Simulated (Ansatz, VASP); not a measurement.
# One calculation of HgPd, two programs

Contents of INCAR:

```
PREC = Accurate
ENCUT = 540
EDIFF = 1E-6
ISMEAR = 0
SIGMA = 0.15
LREAL = False
LASPH = True
NELM = 120
ALGO = Normal
ISIF = 2
LWAVE = False
LCHARG = False
NBANDS = 26
GGA_COMPAT = False
```

File KPOINTS:

```
Automatic mesh
0
Gamma
  16 16 14
```

The input POSCAR:

```
HgPd
1.0
    3.0299525574      0.0000000000      0.0000000000
    0.0000000000      3.1663004225      0.0000000000
    0.0000000000      0.0000000000      3.6920000000
Hg Pd
1 1
Direct
    0.0000000000      0.0000000000      0.0000000000
    0.5000000000      0.5000000000      0.5000000000
```

Input for Ansatz:

```yaml
crystal:
  lattice:
    - [3.0299525574, 0.0, 0.0]
    - [0.0, 3.1663004225, 0.0]
    - [0.0, 0.0, 3.692]
  atoms:
    - { symbol: Hg, position: [0.0, 0.0, 0.0] }
    - { symbol: Pd, position: [0.5, 0.5, 0.5] }
basis:
  ecutwfc: 420
kpoints:
  mp_grid: { grid: [16, 16, 14] }
hamiltonian:
  xc: lda
scf:
  occupations: { method: gaussian, width: 0.15 }
output:
  forces: true
  stress: true
  eigenvalues: true
```

Change from the starting cell: strain +0.0450 x Voigt [0, 1, 0, 0, 0, 0], atoms carried along.

Alike in both runs: task single point; functional LDA; k mesh 16 × 16 × 14; occupations gaussian, width 0.15 eV; no spin polarisation.

|  | VASP | Ansatz |
| --- | --- | --- |
| version | VASP 6.6.1 | Ansatz 0.2.0 |
| potentials or method | VASP PAW LDA potentials, release 64 (Hg_sv_GW, Pd_sv_GW), cutoff 540 eV | scalar-relativistic, plane waves, PAW |
| valence electrons in the cell | 38 | 38 |

```csv
,VASP,Ansatz,Ansatz less VASP
gap on the k mesh at the Fermi level (eV),none,none,-
pressure (GPa),-10.7,-9.9,+0.89
"traceless stress, the component that is largest in VASP (GPa)",-0.80,-0.77,+0.028
```

LDA's correlation is that of Perdew and Zunger in VASP and of Perdew and Wang (1992) in Ansatz. A gap of «none» marks a metal or a gap that the smearing closes.

Spin-orbit coupling is off throughout.
